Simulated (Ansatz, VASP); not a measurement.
## SnO2: VASP beside Ansatz

```
Sn O
1.0
     4.75412    0.00000    0.00000
     0.00000    4.90079    0.00000
     0.00000    0.00000    3.23817
Sn O
2 4
Direct
  0.50000 0.50000 0.50000
  0.00000 0.00000 0.00000
  0.30650 0.30666 0.00000
  0.80650 0.19334 0.50000
  0.19350 0.80666 0.50000
  0.69350 0.69334 0.00000
```

Change from the starting cell: strain -0.0150 x Voigt [1, -1, 0, 0, 0, 0], atoms carried along.

Alike in both runs: task single point; functional PBE; k mesh 6 × 6 × 8; occupations gaussian, width 0.05 eV; no spin polarisation.

|  | VASP | Ansatz |
| --- | --- | --- |
| version | VASP 6.6.1 | Ansatz 0.2.0 |
| potentials or method | VASP PAW PBE potentials, release 64 (Sn_d, O), cutoff 520 eV | scalar-relativistic, plane waves, PAW |
| valence electrons in the cell | 52 | 52 |

|  | VASP | Ansatz | Ansatz less VASP |
| --- | --- | --- | --- |
| gap on the k mesh at the Fermi level (eV) | 0.67 | 0.68 | +0.011 |
| least direct gap on the mesh (eV) | 0.67 | 0.68 | +0.011 |
| pressure (GPa) | 0.6 | 0.0 | -0.60 |
| traceless stress, the component that is largest in VASP (GPa) | -1.31 | -1.23 | +0.080 |
| rms of the force components (eV/Å) | 0.011 | 0.010 | -0.0015 |

Atom by atom the forces differ by 0.008 eV/Å (rms over components). The functional is the same, so the differences come from potentials, cutoffs and numerics.
